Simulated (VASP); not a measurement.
A run of VASP 6.6.1:

File INCAR:

```
SYSTEM = TiAl2
PREC     = Accurate       ! precision mode
ENCUT    = 520            ! plane-wave cutoff, eV
EDIFF    = 1E-7           ! SCF threshold, eV
ISMEAR   = 0              ! smearing method
SIGMA    = 0.1            ! smearing width, eV
LREAL    = .FALSE.        ! projectors in reciprocal space
LASPH    = .TRUE.         ! aspherical terms in the spheres
NELM     = 60             ! most SCF steps
ALGO     = Fast           ! electronic algorithm
ISIF     = 2              ! what is computed and relaxed
LWAVE    = .FALSE.        ! write WAVECAR
LCHARG   = .FALSE.        ! write CHGCAR
GGA      = PS             ! functional
NBANDS   = 27             ! bands
```

Contents of KPOINTS:

```
regular mesh
0
G
  10 10 10
  0 0 0
```

Contents of POSCAR:

```
TiAl2
1.0
    1.9682240736     -6.0808146954      0.0000000000
    1.9682240736      6.0808146954      0.0000000000
    0.0000000000      0.0000000000      4.0098691462
Ti Al
2 4
Direct
    0.6560219625      0.3439780375      0.0000000000
    0.3439780375      0.6560219625      0.0000000000
    0.0000000000      0.0000000000      0.0000000000
    0.8267379502      0.1732620498      0.5000000000
    0.1732620498      0.8267379502      0.5000000000
    0.5000000000      0.5000000000      0.5000000000
```

Potentials or basis: VASP PAW PBE potentials, release 64 (Ti_sv, Al).

Launch:

```console
$ cat potpaw_PBE.64/Ti_sv/POTCAR potpaw_PBE.64/Al/POTCAR > POTCAR
$ mpirun -np 1 vasp_std > vasp.out
```

Hardware: 1 thread of Intel(R) Xeon(R) Platinum 8259CL CPU @ 2.50GHz (Skylake/Cascade Lake), with other jobs on the host.

How long does it take, and how much memory?

Run time: 27 min on 1 thread of Intel(R) Xeon(R) Platinum 8259CL CPU @ 2.50GHz (Skylake/Cascade Lake), with other jobs on the host, peak memory 0.54 GiB. Counts: scf iterations 40, k points 186.
